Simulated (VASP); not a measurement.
## Si2W: single point with PBE

The system is Si2W.

```
W Si
1.0
    -1.60690    1.60690    3.91495
     1.60690   -1.60690    3.91495
     1.60690    1.60690   -3.91495
W Si
1 2
Direct
  0.00000 0.00000 0.00000
  0.66530 0.66530 0.00000
  0.33470 0.33470 0.00000
```

```yaml
Program: VASP 6.6.1
Task: single point
Functional: PBE
Potentials_or_basis: VASP PAW PBE potentials, release 64 (W_sv, Si)
Cutoff: 520 eV
k_mesh: 12 × 12 × 12
Occupations: gaussian, width 0.024 eV
Spin: no spin polarisation
```

```json
{
 "Pressure": "3.4 GPa",
 "Largest force": "0.084 eV/Å",
 "Band gap on the k mesh": "zero (bands 11 and 12 overlap by 1.30 eV)"
}
```

Forces in eV/Å, atoms in the order of the input:
```
W    0.000  0.000  0.000
Si   0.000  0.000  0.084
Si   0.000  0.000 -0.084
```

Stress tensor (GPa, compression positive):
```
3.19 0.00 0.00
0.00 3.19 0.00
0.00 0.00 3.75
```

Levels at points of the mesh, in eV from the Fermi level:
```csv
k point,band 9,band 10,band 11,band 12,band 13,band 14
"(0.00, 0.00, 0.00)",-2.88,-2.88,0.57,2.71,2.90,3.03
"(0.50, 0.00, 0.00)",-2.84,-2.80,-0.47,2.67,2.75,3.90
"(0.50, 0.50, 0.00)",-5.05,-3.29,-1.80,2.76,2.93,3.10
"(0.50, 0.50, 0.50)",-0.88,-0.88,-0.53,-0.53,0.75,4.47
```

It took 4.2 min on 1 thread of Intel Xeon 8259CL, with other jobs on the host, peak memory 0.28 GiB.

Caveat: the cell stands under pressure; spin-orbit coupling is left out, which moves the levels of the heavy elements.
